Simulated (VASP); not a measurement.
The system is Ti.

```
Ti
1.0
    -1.63005    1.63005    1.63005
     1.63005   -1.63005    1.63005
     1.63005    1.63005   -1.63005
Ti
1
Direct
  0.00000 0.00000 0.00000
```

| Property | Result |
| --- | --- |
| Program | VASP 6.6.1 |
| Task | relaxation of cell and atoms |
| Functional | PBEsol |
| Potentials or basis | VASP PAW PBE potentials, release 64 (Ti_sv) |
| Cutoff | 600 eV |
| k mesh | 18 × 18 × 18 |
| Occupations | gaussian, width 0.1 eV |
| Spin | no spin polarisation |

At the start: pressure -5.2 GPa; volume 17.32 Å³/atom.

Q: How do energy, volume and symmetry change on relaxing?

A: Over 7 steps the energy falls by 13.6 meV/atom and the volume is 16.49 Å³/atom (-4.8 %); space group Im-3m (No. 229, to 0.05 Å).

The path:
```
step  energy change (eV)  largest force (eV/Å)  pressure (GPa)  volume (Å³)
   1              0.0000                0.0000           -5.22        17.32
   2             -0.0069                0.0000            3.88        15.95
   3             -0.0136                0.0000           -0.07        16.51
   4             -0.0136                0.0000           -0.07        16.49
   5             -0.0123                0.0000            1.71        16.25
   6             -0.0136                0.0000            0.08        16.48
   7             -0.0136                0.0000            0.04        16.49
```

Final structure:
```xyz
1
Lattice="-1.6036 1.6036 1.6036 1.6036 -1.6036 1.6036 1.6036 1.6036 -1.6036" Properties=species:S:1:pos:R:3 pbc="T T T"
Ti    0.0000    0.0000    0.0000
```

Caveat: the PAW data sets were made with another functional, which shifts forces and pressure a little.
